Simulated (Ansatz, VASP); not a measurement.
## InSe: VASP beside Ansatz

```xyz
4
Lattice="1.9817 1.1442 8.0543 -1.9817 1.1442 8.0543 0.0000 -2.2883 8.0543" Properties=species:S:1:pos:R:3 pbc="T T T"
In    0.0000    0.0000    0.0287
In    0.0000    0.0000   21.4429
Se    0.0000    0.0000    9.3702
Se    0.0000    0.0000    4.0495
```

Alike in both runs: functional PBEsol; dispersion D3(BJ); k mesh 6 × 6 × 6; no spin polarisation.

Ansatz relaxed the structure, and its values are those at the end. VASP's run is a single point on that final structure, the one shown.

|  | VASP | Ansatz |
| --- | --- | --- |
| version | VASP 6.6.1 | Ansatz 0.2.0 |
| potentials or method | VASP PAW PBE potentials, release 64 (In_d, Se), cutoff 500 eV | plane waves, PAW |
| occupations | gaussian, width 0.01 eV | fixed |
| valence electrons in the cell | 38 | 58 |

VASP gave:

| Quantity | Value |
| --- | --- |
| pressure (GPa) | 0.1 |
| rms of the force components (eV/Å) | 0.012 |

Q: Which values does Ansatz return?

A: Pressure (GPa): 0.0; rms of the force components (eV/Å): 0.000.

VASP's potentials were made for PBE, not for PBEsol. VASP's potentials hold 38 valence electrons a cell and Ansatz's 58, so a difference there can come from the potentials and not from the codes.
